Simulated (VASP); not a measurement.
Here is a VASP 6.6.1 calculation.

Contents of POSCAR:

```
NbB2
1.0
    3.1417715793      0.0000000000      0.0000000000
   -1.5708857897      2.7208540006      0.0000000000
    0.0000000000      0.0000000000      3.3711264600
Nb B
1 2
Direct
    0.0000000000      0.0000000000      0.0000000000
    0.3333333333      0.6666666667      0.5000000000
    0.6666666667      0.3333333333      0.5000000000
```

The input INCAR.step1:

```
PREC = Accurate ; ENCUT = 520
ISMEAR = -1 ; SIGMA = 0.1
LREAL = False ; LASPH = True
NELM = 100 ; NBANDS = 16
GGA = PE ; ALGO = Normal
EDIFF = 1E-4 ; LWAVE = True
LCHARG = False
```

INCAR.step2

```
PREC = Accurate ; ENCUT = 520
EDIFF = 1E-7 ; ISMEAR = -1
SIGMA = 0.1 ; LREAL = False
LASPH = True ; NELM = 100
ALGO = Normal ; ISIF = 2
LWAVE = False ; LCHARG = False
METAGGA = R2SCAN ; LMIXTAU = True
NBANDS = 16 ; ISTART = 1
```

Contents of KPOINTS:

```
regular mesh
0
Gamma
  12 12 10
```

Potentials or basis: VASP PAW PBE potentials, release 64 (Nb_sv, B).

Launch:

```sh
$ cat potpaw_PBE.64/Nb_sv/POTCAR potpaw_PBE.64/B/POTCAR > POTCAR
$ cp INCAR.step1 INCAR
$ mpirun -np 1 vasp_std > vasp.out
$ cp INCAR.step2 INCAR
$ mpirun -np 1 vasp_std > vasp.out
```

(1) Predict the pressure.

Results:

(1) -11.0 GPa.

Caveat: the PAW data sets were made with another functional, which shifts forces and pressure a little.
